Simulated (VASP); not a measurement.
# Bi2TeO3 (P6/mmm) in VASP: notebook, part 2 of 2

VASP 6.6.1. The steps go on from the part before.

### Step 5. Relaxation of cell and atoms, PBE

This run uses another cell than the first one, of 18.79 Å³/atom.

INCAR

```
SYSTEM = Bi2TeO3
ALGO = Fast ; EDIFF = 1E-6
EDIFFG = -0.04 ; ENCUT = 600
GGA = PE ; IBRION = 2
ISIF = 3 ; ISMEAR = 0
LASPH = .True. ; LCHARG = .False.
LREAL = .False. ; LWAVE = .False.
NELM = 60 ; NSW = 90
PREC = Accurate ; SIGMA = 0.1
```

KPOINTS

```
k-points
0
Gamma
  3 3 6
  0 0 0
```

POSCAR

```
Bi2TeO3
1.0
    6.0192916500      0.0000000000      0.0000000000
   -3.0096458300      5.2128594800      0.0000000000
    0.0000000000      0.0000000000      3.5921396600
Bi Te O
2 1 3
Direct
    0.3333333300      0.6666666700      0.0000000000
    0.6666666700      0.3333333300      0.0000000000
    0.0000000000      0.0000000000      0.0000000000
    0.5000000000      0.0000000000      0.5000000000
    0.5000000000      0.5000000000      0.5000000000
    0.0000000000      0.5000000000      0.5000000000
```

Command:

```bash
cat potpaw_PBE.64/Bi_d/POTCAR potpaw_PBE.64/Te/POTCAR potpaw_PBE.64/O/POTCAR > POTCAR
mpirun -np 1 vasp_std > vasp.out
```

It took 6.3 min on 1 thread of Oxide Virtual Turin-like, shared host; peak memory 0.25 GiB.

Results (log left out):

```
Free energy                           : -29.4997 eV
Relaxed volume                        : 18.47 Å³/atom
Relaxed cell                          : a = 6.306 Å, b = 6.306 Å, c = 3.217 Å, α = 90.00°, β = 90.00°, γ = 120.00°
Space group after relaxing (to 0.1 Å) : P6/mmm (No. 191)
Energy gained by relaxing             : 145.8 meV/atom
Ionic steps                           : 5
Pressure after relaxing               : -0.1 GPa
Band gap on the k mesh                : zero (bands 27 and 28 overlap by 1.02 eV)
```

Stress tensor (GPa, compression positive):
```
-0.06  0.00  0.00
 0.00 -0.06  0.00
 0.00  0.00 -0.32
```

Step by step:
```
step  energy change (eV)  largest force (eV/Å)  pressure (GPa)  volume (Å³)
   1              0.0000                0.0000           -5.05       112.71
   2             -0.6988                0.0000            7.25       102.74
   3             -0.7377                0.0000            4.59       104.38
   4             -0.8737                0.0000            0.27       110.22
   5             -0.8747                0.0000           -0.14       110.79
```

Final structure:
```
CELL_PARAMETERS angstrom
6.30589 0.00000 0.00000
-3.15295 5.46106 0.00000
0.00000 0.00000 3.21727
ATOMIC_POSITIONS crystal
Bi 0.33333 0.66667 0.00000
Bi 0.66667 0.33333 0.00000
Te 0.00000 0.00000 0.00000
O 0.50000 0.00000 0.50000
O 0.50000 0.50000 0.50000
O 0.00000 0.50000 0.50000
```

Levels at points of the mesh, in eV from the Fermi level:
| k point | band 25 | band 26 | band 27 | band 28 | band 29 | band 30 |
| --- | --- | --- | --- | --- | --- | --- |
| (0.00, 0.00, 0.00) | 0.24 | 0.24 | 0.72 | 1.07 | 1.07 | 3.50 |
| (0.00, 0.00, 0.50) | -1.02 | -1.02 | -0.90 | 0.63 | 0.85 | 4.51 |

Caveat: the k points lie up to 0.38 Å⁻¹ apart in the final cell, too coarse for converged energies and pressures of a metal; spin-orbit coupling is left out, which moves the levels of the heavy elements.

### Step 6. Relaxation of cell and atoms, PBE

INCAR

```
SYSTEM = Bi2TeO3
ALGO = Fast
EDIFF = 1E-6
EDIFFG = -0.01
ENCUT = 600
GGA = PE
IBRION = 2
ISIF = 3
ISMEAR = 0
LASPH = .True.
LCHARG = .False.
LREAL = .False.
LWAVE = .False.
NELM = 60
NSW = 100
PREC = Accurate
SIGMA = 0.1
```

KPOINTS

```
k-points
0
Gamma
  6 6 12
  0 0 0
```

POSCAR

```
Bi2TeO3
1.0
    6.2970484451      0.0000000000      0.0000000000
   -3.1485242225      5.4534039223      0.0000000000
    0.0000000000      0.0000000000      3.2200360281
Bi Te O
2 1 3
Direct
    0.3333333333      0.6666666667      0.0000000000
    0.6666666667      0.3333333333      0.0000000000
    0.0000000000      0.0000000000      0.0000000000
    0.5000000000      0.0000000000      0.5000000000
    0.5000000000      0.5000000000      0.5000000000
    0.0000000000      0.5000000000      0.5000000000
```

Potentials or basis: VASP PAW PBE potentials, release 64 (Bi_d, Te, O).

Command:

```bash
cat potpaw_PBE.64/Bi_d/POTCAR potpaw_PBE.64/Te/POTCAR potpaw_PBE.64/O/POTCAR > POTCAR
mpirun -np 1 vasp_std > vasp.out
```

Run time: 11 min. Hardware: 1 thread of Oxide Virtual Turin-like, shared host; peak memory 0.37 GiB.

Results (log left out):

```
Free energy                           : -29.4273 eV
Relaxed volume                        : 18.36 Å³/atom
Relaxed cell                          : a = 6.277 Å, b = 6.277 Å, c = 3.228 Å, α = 90.00°, β = 90.00°, γ = 120.00°
Space group after relaxing (to 0.1 Å) : P6/mmm (No. 191)
Energy gained by relaxing             : 0.2 meV/atom
Ionic steps                           : 3
Pressure after relaxing               : 0.0 GPa
Band gap on the k mesh                : zero (bands 27 and 28 overlap by 0.97 eV)
```

Step by step:
```
step  energy change (eV)  largest force (eV/Å)  pressure (GPa)  volume (Å³)
   1              0.0000                0.0000           -0.15       110.58
   2             -0.0009                0.0000           -0.02       110.30
   3             -0.0011                0.0000            0.04       110.13
```

Final structure:
```cif
data_structure
_symmetry_space_group_name_H-M 'P 1'
_symmetry_Int_Tables_number 1
_cell_length_a 6.2765
_cell_length_b 6.2765
_cell_length_c 3.2282
_cell_angle_alpha 90.000
_cell_angle_beta 90.000
_cell_angle_gamma 120.000
_cell_volume 110.13
loop_
_atom_site_label
_atom_site_type_symbol
_atom_site_fract_x
_atom_site_fract_y
_atom_site_fract_z
_atom_site_occupancy
Bi1 Bi 0.33333 0.66667 0.00000 1
Bi2 Bi 0.66667 0.33333 0.00000 1
Te1 Te 0.00000 0.00000 0.00000 1
O1 O 0.50000 0.00000 0.50000 1
O2 O 0.50000 0.50000 0.50000 1
O3 O 0.00000 0.50000 0.50000 1
```

Levels at points of the mesh, in eV from the Fermi level:
```
           k point  band 23  band 24  band 25  band 26  band 27  band 28  band 29  band 30  band 31  band 32
(0.00, 0.00, 0.00)    -1.80    -1.26     0.26     0.26     0.64     1.00     1.00     3.57     6.01     6.36
(0.50, 0.00, 0.00)    -1.80    -1.52    -0.94    -0.68    -0.09     2.91     3.50     3.55     4.45     4.85
(0.00, 0.00, 0.50)    -1.60    -1.60    -1.05    -1.05    -0.96     0.60     0.90     4.55     4.55     5.08
(0.50, 0.00, 0.50)    -1.79    -1.43    -1.29    -1.24    -0.21     0.28     2.96     3.24     4.03     5.05
```

Caveat: spin-orbit coupling is left out, which moves the levels of the heavy elements.

### Step 7. Summary

```tsv
task	cell	k mesh	cutoff (eV)	gap on the mesh (eV)	pressure (GPa)	relaxed volume (Å³/atom)
single point	a = 6.297, b = 6.297, c = 3.220 Å, angles 90.0, 90.0, 120.0°, 6 atoms	3 × 3 × 6	520	none	0.0	-
single point	a = 6.019, b = 6.019, c = 3.592 Å, angles 90.0, 90.0, 120.0°, 6 atoms	3 × 3 × 6	520	none	-5.0	-
single point	a = 6.280, b = 6.280, c = 3.228 Å, angles 90.0, 90.0, 120.0°, 6 atoms	6 × 6 × 12	520	none	0.0	-
relaxation of cell and atoms	relaxed from a = 6.019, b = 6.019, c = 3.592 Å, angles 90.0, 90.0, 120.0°, 6 atoms	3 × 3 × 6	600	none	-0.1	18.47
relaxation of cell and atoms	relaxed from a = 6.297, b = 6.297, c = 3.220 Å, angles 90.0, 90.0, 120.0°, 6 atoms	6 × 6 × 12	600	none	0.0	18.36
```

Alike in all rows: level PBE; potentials or basis VASP PAW PBE potentials, release 64 (Bi_d, Te, O); no spin polarisation; smearing gaussian 0.1 eV.

Caveats: some runs use coarse meshes; spin-orbit coupling is left out, which moves the levels of the heavy elements.

Absolute energies hang on the potentials; compare differences alone.
